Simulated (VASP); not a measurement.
The system is Te2Mo.

```
CELL_PARAMETERS angstrom
1.77341 1.02388 7.10414
-1.77341 1.02388 7.10414
0.00000 -2.04776 7.10414
ATOMIC_POSITIONS crystal
Mo 0.99996 0.99996 0.99996
Te 0.41742 0.41742 0.41742
Te 0.24928 0.24928 0.24928
```

Base run:

| Quantity | Value |
| --- | --- |
| Program | VASP 6.6.1 |
| Functional | PBE |
| Potentials or basis | VASP PAW PBE potentials, release 64 (Mo_sv, Te) |
| Cutoff | 520 eV |
| k mesh | 8 × 8 × 8 |
| Occupations | gaussian, width 0.01 eV |
| Spin | no spin polarisation |

Its results: band gap on the k mesh 0.91 eV, indirect (least direct gap 1.28 eV); pressure 1.9 GPa; largest force 0.212 eV/Å.

The run is repeated on the same cell with these changes: functional from PBE to r2SCAN. What comes out?

Band gap on the k mesh 1.02 eV, indirect (least direct gap 1.36 eV); pressure 1.3 GPa; largest force 0.006 eV/Å.

r2SCAN gives the wider gap, since meta-GGAs in the generalised Kohn-Sham scheme recover part of the derivative discontinuity.

Caveats: spin-orbit coupling is left out, which moves the levels of the heavy elements; the PAW data sets were made with another functional, which shifts forces and pressure a little (some runs).

A k mesh can miss the band edges.
